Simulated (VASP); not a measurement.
Write the native input for VASP 6.6.1 that does the following.

| Item | Value |
| --- | --- |
| Task | single point |
| Functional | PBE |
| Dispersion | D3(BJ) |
| Potentials or basis | VASP PAW PBE potentials, release 64 (W_sv, S) |
| Cutoff | 520 eV |
| k mesh | 10 × 10 × 3 |
| Occupations | fermi-dirac, width 0.05 eV |
| Spin | no spin polarisation |
| Dipole correction | no |
| Further INCAR settings | ALGO = Normal; EDIFF = 1e-07; NBANDS = 35 |

The structure of WS2 lies in POSCAR:

```
WS2
1.0
    3.1586513021      0.0000000000      0.0000000000
   -1.5793256511      2.7354722693      0.0000000000
    0.0000000000      0.0000000000     12.2487204784
W S
2 4
Direct
    0.6666666667      0.3333333333      0.7500000000
    0.3333333333      0.6666666667      0.2500000000
    0.6666666667      0.3333333333      0.3785329080
    0.3333333333      0.6666666667      0.8785329080
    0.6666666667      0.3333333333      0.1214670920
    0.3333333333      0.6666666667      0.6214670920
```

The input as run:

INCAR

```
ALGO = Normal
EDIFF = 1E-7
ENCUT = 520
GGA = PE
ISIF = 2
ISMEAR = -1
IVDW = 12
LASPH = True
LCHARG = False
LREAL = False
LWAVE = False
NBANDS = 35
NELM = 80
PREC = Accurate
SIGMA = 0.05
```

KPOINTS

```
k-points
0
Gamma
  10 10 3
```

Potentials or basis: VASP PAW PBE potentials, release 64 (W_sv, S).

Run with:

```console
$ cat potpaw_PBE.64/W_sv/POTCAR potpaw_PBE.64/S/POTCAR > POTCAR
$ mpirun -np 1 vasp_std > vasp.out
```

It gave:

```yaml
Pressure: -0.6 GPa
Band_gap_on_the_k_mesh: 1.03 eV (least direct gap 2.15 eV)
Dispersion_energy_per_atom: -0.430 eV
```

Caveat: three body term missing; spin-orbit coupling is left out, which moves the levels of the heavy elements; an odd mesh through Γ misses points on the zone boundary, where band edges can lie.

Wall time 45 s on 1 thread of Intel(R) Xeon(R) 6975P-C (Granite Rapids), on a shared host, peak memory 0.27 GiB.
